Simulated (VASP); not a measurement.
HPt4, 5 atoms in the cell. The cell holds a slab with vacuum, 5 atoms: a = 2.786 Å, b = 2.786 Å, c = 25.825 Å, α = 90.00°, β = 90.00°, γ = 120.00°. 

| Item | Value |
| --- | --- |
| Program | VASP 6.6.1 |
| Task | relaxation of the atoms |
| Functional | r2SCAN |
| Potentials or basis | VASP PAW PBE potentials, release 64 (Pt, H) |
| Cutoff | 520 eV |
| k mesh | 12 × 12 × 1 |
| Occupations | gaussian, width 0.1 eV |
| Spin | no spin polarisation |
| Dipole correction | yes |
| Atoms held fixed (from 0) | [0, 1] |
| Further INCAR settings | ALGO = Normal; EDIFF = 1e-07; IBRION = 2; EDIFFG = -0.03; NSW = 90 |

Potentials or basis: VASP PAW PBE potentials, release 64 (Pt, H).

Command:

```sh
$ cat potpaw_PBE.64/Pt/POTCAR potpaw_PBE.64/H/POTCAR > POTCAR
$ cp INCAR.step1 INCAR
$ mpirun -np 4 vasp_std > vasp.out
$ cp INCAR.step2 INCAR
$ mpirun -np 4 vasp_std > vasp.out
```

Hardware: 4 MPI ranks on Intel(R) Xeon(R) Platinum 8375C CPU @ 2.90GHz (Ice Lake) (shared host).

How long does it take, and how much memory?

Run time: 35 min on 4 MPI ranks on Intel(R) Xeon(R) Platinum 8375C CPU @ 2.90GHz (Ice Lake), on a shared host, peak memory 0.42 GiB a rank. Counts: k points 19, ion steps 16.
